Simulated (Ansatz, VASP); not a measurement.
## TiCo: VASP beside Ansatz

```xyz
2
Lattice="2.9847 0.0000 0.0000 0.0000 2.9847 0.0000 0.0000 0.0000 2.9847" Properties=species:S:1:pos:R:3 pbc="T T T"
Ti    0.0000    0.0000    0.0000
Co    1.4924    1.4924    1.4924
```

Alike in both runs: functional PBE; k mesh 12 × 12 × 12; occupations gaussian, width 0.1 eV; collinear spin.

Ansatz relaxed the structure, and its values are those at the end. VASP's run is a single point on that final structure, the one shown.

```csv
,VASP,Ansatz
version,VASP 6.6.1,Ansatz 0.2.0
potentials or method,"VASP PAW PBE potentials, release 64 (Ti_sv, Co), cutoff 520 eV","scalar-relativistic, plane waves, PAW"
valence electrons in the cell,21,29
```

```csv
,VASP,Ansatz,Ansatz less VASP
gap on the k mesh at the Fermi level (eV),none,none,-
pressure (GPa),-0.6,0.0,+0.56
net moment per atom (μB),0.43,0.44,+0.011
size of the moment on the site where the two differ most (μB),0.92,0.96,+0.044
```

Site moments also hang on the region over which each program counts them. A gap of «none» marks a metal or a gap that the smearing closes. VASP's potentials hold 21 valence electrons a cell and Ansatz's 29, so a difference there can come from the potentials and not from the codes.
